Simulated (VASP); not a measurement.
# Hf3C2 (P-3m1) in VASP: notebook, part 2 of 2

VASP 6.6.1.

## (3) Relaxation of cell and atoms, PBE

This run uses another cell than the first one, of 17.03 Å³/atom, 1.032 times its volume.

INCAR reads:

```
PREC     = Accurate       # precision mode
ENCUT    = 600            # plane-wave cutoff, eV
EDIFF    = 1E-7           # SCF threshold, eV
ISMEAR   = 0              # smearing method
SIGMA    = 0.1            # smearing width, eV
LREAL    = F              # projectors in reciprocal space
LASPH    = T              # aspherical terms in the spheres
NELM     = 80             # most SCF steps
ALGO     = Normal         # electronic algorithm
ISIF     = 3              # what is computed and relaxed
LWAVE    = F              # write WAVECAR
LCHARG   = F              # write CHGCAR
GGA      = PE             # functional
IBRION   = 2              # ionic algorithm
NSW      = 90             # ionic steps
EDIFFG   = -0.04          # ionic threshold
```

KPOINTS reads:

```
regular mesh
0
Gamma
  6 6 4
```

POSCAR reads:

```
Hf3C2
1.0
    4.3171325600      0.0000000000      0.0000000000
   -2.1585662800      3.7387464700      0.0000000000
    0.0000000000      0.0000000000      5.2754874300
Hf C
3 2
Direct
    0.0000000000      0.0000000000      0.0000000000
    0.3333333300      0.6666666700      0.6480829700
    0.6666666700      0.3333333300      0.3519170300
    0.3333333300      0.6666666700      0.1465719900
    0.6666666700      0.3333333300      0.8534280100
```

Potentials or basis: VASP PAW PBE potentials, release 64 (Hf_pv, C).

On the command line:

```bash
$ cat potpaw_PBE.64/Hf_pv/POTCAR potpaw_PBE.64/C/POTCAR > POTCAR
$ mpirun -np 1 vasp_std > vasp.out
```

It took 26 min on 1 thread of Intel Xeon 6975P-C, shared host; peak memory 0.28 GiB.

Results (log left out):

| Property | Result |
| --- | --- |
| Free energy | -52.0405 eV |
| Relaxed volume | 14.84 Å³/atom |
| Relaxed cell | a = 3.305 Å, b = 3.305 Å, c = 7.840 Å, α = 90.00°, β = 90.00°, γ = 120.00° |
| Space group after relaxing (to 0.05 Å) | P-3m1 (No. 164) |
| Energy gained by relaxing | 1305.5 meV/atom |
| Ionic steps | 45 |
| Pressure after relaxing | 0.0 GPa |
| Largest force after relaxing | 0.005 eV/Å |
| Band gap on the k mesh | zero (band 19 reaches 6.72 eV, above the bottom of band 20 at 5.52 eV) |

Forces in eV/Å, atoms in the order of the input:
```
Hf   0.000  0.000  0.000
Hf   0.000  0.000  0.001
Hf   0.000  0.000 -0.001
C    0.000  0.000 -0.005
C    0.000  0.000  0.005
```

The path:
| step | energy change (eV) | largest force (eV/Å) | pressure (GPa) | volume (Å³) |
| --- | --- | --- | --- | --- |
| 1 | 0.0000 | 2.0599 | -21.14 | 85.15 |
| 3 | -1.4291 | 2.1563 | 3.17 | 69.90 |
| 5 | -2.0023 | 1.7068 | 4.27 | 69.36 |
| 7 | -2.3130 | 0.9478 | 5.66 | 69.24 |
| 9 | -2.3407 | 0.3501 | -8.52 | 75.62 |
| 11 | -2.4845 | 0.1974 | 0.22 | 71.57 |
| 13 | -2.5309 | 0.2824 | 2.06 | 71.15 |
| 15 | -2.7370 | 2.1026 | 6.35 | 71.47 |
| 17 | -2.8019 | 2.2613 | 5.92 | 71.87 |
| 19 | -2.8693 | 3.2630 | 5.67 | 73.28 |
| 21 | -3.2506 | 2.1109 | 0.43 | 75.08 |
| 23 | -3.5830 | 2.4639 | -8.78 | 82.14 |
| 25 | -3.8437 | 2.4157 | -4.65 | 78.30 |
| 27 | -4.1139 | 4.7906 | 37.66 | 65.17 |
| 29 | -4.5049 | 3.9211 | 16.85 | 69.96 |
| 31 | -5.3041 | 3.3226 | 20.31 | 68.22 |
| 33 | -6.2423 | 0.4201 | 15.61 | 68.64 |
| 35 | -6.4353 | 0.8972 | 2.13 | 72.57 |
| 37 | -6.5184 | 0.3417 | 0.10 | 73.73 |
| 39 | -6.5215 | 0.2052 | -0.35 | 74.02 |
| 41 | -6.5250 | 0.0927 | 0.77 | 73.79 |
| 43 | -6.5267 | 0.0829 | -0.11 | 74.20 |
| 45 | -6.5273 | 0.0048 | 0.00 | 74.18 |

Final structure:
```
Hf C
1.0
     3.30535    0.00000    0.00000
    -1.65267    2.86252    0.00000
     0.00000    0.00000    7.84012
Hf C
3 2
Cartesian
  0.0000 0.0000 0.0000
  0.0000 1.9083 5.3028
  1.6527 0.9542 2.5373
  0.0000 1.9083 1.3693
  1.6527 0.9542 6.4708
```

Levels at points of the mesh, in eV from the Fermi level:
```tsv
k point	band 16	band 17	band 18	band 19	band 20	band 21	band 22	band 23
(0.00, 0.00, 0.00)	-2.10	-1.96	-1.96	0.92	0.92	1.46	3.32	3.32
(0.50, 0.00, 0.00)	-2.67	-2.09	-1.95	-1.20	0.44	2.14	3.73	3.89
(0.00, 0.00, 0.50)	-1.80	-1.80	-1.04	0.74	1.24	1.24	2.12	2.12
(0.50, 0.00, 0.50)	-2.89	-1.77	-1.75	-1.31	0.21	1.44	3.28	4.02
```

Caveat: spin-orbit coupling is left out, which moves the levels of the heavy elements.

## (4) Relaxation of shape and atoms at fixed volume, PBE (volume scaled by 0.88)

INCAR reads:

```
SYSTEM = Hf3C2
  PREC = Accurate
  ENCUT = 600
  EDIFF = 1E-7
  ISMEAR = 0
  SIGMA = 0.1
  LREAL = .False.
  LASPH = .True.
  NELM = 100
  ALGO = Normal
  ISIF = 4
  LWAVE = .False.
  LCHARG = .False.
  GGA = PE
  IBRION = 2
  NSW = 50
  EDIFFG = -0.01
```

KPOINTS reads:

```
regular mesh
0
Gamma
  12 12 6
  0 0 0
```

POSCAR reads:

```
Hf3C2
1.0
    3.1774986562      0.0000000000      0.0000000000
   -1.5887493281      2.7517945568      0.0000000000
    0.0000000000      0.0000000000      7.5503307765
Hf C
3 2
Direct
    0.0000000000      0.0000000000      0.0000000000
    0.3333333333      0.6666666667      0.6699152725
    0.6666666667      0.3333333333      0.3300847275
    0.3333333333      0.6666666667      0.1758378884
    0.6666666667      0.3333333333      0.8241621116
```

Potentials or basis: VASP PAW PBE potentials, release 64 (Hf_pv, C).

On the command line:

```bash
$ cat potpaw_PBE.64/Hf_pv/POTCAR potpaw_PBE.64/C/POTCAR > POTCAR
$ mpirun -np 1 vasp_std > vasp.out
```

OUTCAR:

```text
SYSTEM = Hf3C2
   PREC = Accurate
   ENCUT = 600
   EDIFF = 1E-7
   ISMEAR = 0
   LREAL = .False.
   LASPH = .True.
   NELM = 100
   ISIF = 4
   GGA = PE
   IBRION = 2
   NSW = 50
   EDIFFG = -0.01

 ion  position               nearest neighbor table
   1  0.000  0.000  0.000-   4 2.26   5 2.26   5 2.26   4 2.26   5 2.26   4 2.26   2 3.09   3 3.09
                             2 3.09   3 3.09   3 3.09   2 3.09
   2  0.333  0.667  0.670-   5 2.17   5 2.17   5 2.17   1 3.09   1 3.09   1 3.09   3 3.15   3 3.15
                             3 3.15
   3  0.667  0.333  0.330-   4 2.17   4 2.17   4 2.17   1 3.09   1 3.09   1 3.09   2 3.15   2 3.15
                             2 3.15
   4  0.333  0.667  0.176-   3 2.17   3 2.17   3 2.17   1 2.26   1 2.26   1 2.26
   5  0.667  0.333  0.824-   2 2.17   2 2.17   2 2.17   1 2.26   1 2.26   1 2.26

  LATTYP: Found a hexagonal cell.
 ALAT       =     3.1774986562
 C/A-ratio  =     2.3761869299

  Lattice vectors:

 A1 = (   3.1774986562,   0.0000000000,   0.0000000000)
 A2 = (  -1.5887493281,   2.7517945568,   0.0000000000)
 A3 = (   0.0000000000,   0.0000000000,   7.5503307765)

Analysis of symmetry for initial positions (statically):
=====================================================================
 Subroutine PRICEL returns:
[... 186 lines left out ...]
  -------------------------------------------------------------------------------------
  Total       11.3548431     11.3548431     11.2824761      0.0000000      0.0000000      0.0000000
  in kB      275.5651919    275.5651919    273.8089511      0.0000000      0.0000000      0.0000000
  external PRESSURE =     274.9797783 kB  Pullay stress =       0.0000000 kB
[... 143 lines left out ...]
--------------------------------------- Ionic step        5  -------------------------------------------

 number of electron      37.9999999 magnetization

 Free energy of the ion-electron system (eV)
  ---------------------------------------------------
  ext. energy  EPLUGINS =         0.00000000
  ---------------------------------------------------
  free energy    TOTEN  =       -51.50243980 eV

  energy without entropy =      -51.49304158  energy(sigma->0) =      -51.49774069

 E-fermi :   6.5096     XC(G=0): -12.4163

 val. band max:        6.5063620112   @ k =   0.1667   0.0000   0.1667
 cond. band min:       6.5345994547   @ k =  -0.0833   0.2500   0.3333
 fundamental gap:      0.0282374435
 Fermi energy:         6.5095781913

 k-point     1 :       0.0000    0.0000    0.0000
  band No.  band energies     occupation
      1     -23.8052      2.00000
      2     -23.7190      2.00000
      3     -23.1693      2.00000
      4     -23.1693      2.00000
      5     -23.1088      2.00000
      6     -23.1088      2.00000
[... 613 lines left out ...]
     22       8.2629      0.00000
     23       9.3961      0.00000

 [... further k-points ...]

------------------------ aborting loop because EDIFF is reached ----------------------------------------

  FORCE on cell =-STRESS in cart. coord.  units (eV):
  Direction    XX          YY          ZZ          XY          YZ          ZX
  --------------------------------------------------------------------------------------
  -------------------------------------------------------------------------------------
  Total       10.9799299     10.9799299     10.9807823      0.0000000      0.0000000      0.0000000
  in kB      266.4666054    266.4666054    266.4872912      0.0000000      0.0000000      0.0000000
  external PRESSURE =     266.4735007 kB  Pullay stress =       0.0000000 kB
[... 20 lines left out ...]
  FREE ENERGIE OF THE ION-ELECTRON SYSTEM (eV)
  ---------------------------------------------------
  free  energy   TOTEN  =       -51.5024398017 eV

  energy  without entropy=      -51.4930415753  energy(sigma->0) =      -51.49774069

 reached required accuracy - stopping structural energy minimisation
```

It took 7.2 min on 1 thread of Intel Xeon 6975P-C, shared host; peak memory 0.33 GiB.

Results:

```yaml
Free_energy: -51.5024 eV
Energy_gained_by_relaxing: 1.0 meV/atom
Ionic_steps: 5
Pressure_after_relaxing: 26.6 GPa
Band_gap_on_the_k_mesh: zero (band 19 reaches 7.60 eV, above the bottom of band 20 at 6.27 eV)
```

Step by step:
| step | energy change (eV) | largest force (eV/Å) | pressure (GPa) | volume (Å³) |
| --- | --- | --- | --- | --- |
| 1 | 0.0000 | 0.3164 | 27.50 | 66.02 |
| 2 | -0.0043 | 0.0999 | 26.66 | 66.02 |
| 3 | -0.0044 | 0.0871 | 26.74 | 66.02 |
| 4 | -0.0049 | 0.0232 | 26.67 | 66.02 |
| 5 | -0.0049 | 0.0010 | 26.65 | 66.02 |

Final structure:
```
Hf C
1.0
     3.17989    0.00000    0.00000
    -1.58995    2.75387    0.00000
     0.00000    0.00000    7.53896
Hf C
3 2
Direct
  0.00000 0.00000 0.00000
  0.33333 0.66667 0.66782
  0.66667 0.33333 0.33218
  0.33333 0.66667 0.17642
  0.66667 0.33333 0.82358
```

Caveat: the cell differs from its parent crystal (volume scaled by 0.88); spin-orbit coupling is left out, which moves the levels of the heavy elements.

## (5) The runs side by side

| task | cell | k mesh | cutoff (eV) | gap on the mesh (eV) | pressure (GPa) |
| --- | --- | --- | --- | --- | --- |
| single point | a = 3.388, b = 3.388, c = 8.301 Å, angles 90.0, 90.0, 120.0°, 5 atoms | 12 × 12 × 6 | 520 | none | -12.2 |
| relaxation of cell and atoms | relaxed from a = 4.317, b = 4.317, c = 5.275 Å, angles 90.0, 90.0, 120.0°, 5 atoms | 6 × 6 × 4 | 600 | none | 0.0 |
| relaxation of shape and atoms at fixed volume | relaxed from a = 3.177, b = 3.177, c = 7.550 Å, angles 90.0, 90.0, 120.0°, 5 atoms | 12 × 12 × 6 | 600 | none | 26.6 |

Alike in all rows: level PBE; potentials or basis VASP PAW PBE potentials, release 64 (Hf_pv, C); no spin polarisation; smearing gaussian 0.1 eV.

Caveats: spin-orbit coupling is left out, which moves the levels of the heavy elements.

Total energies depend on the potentials used, so only differences within one code and one set of settings carry meaning.
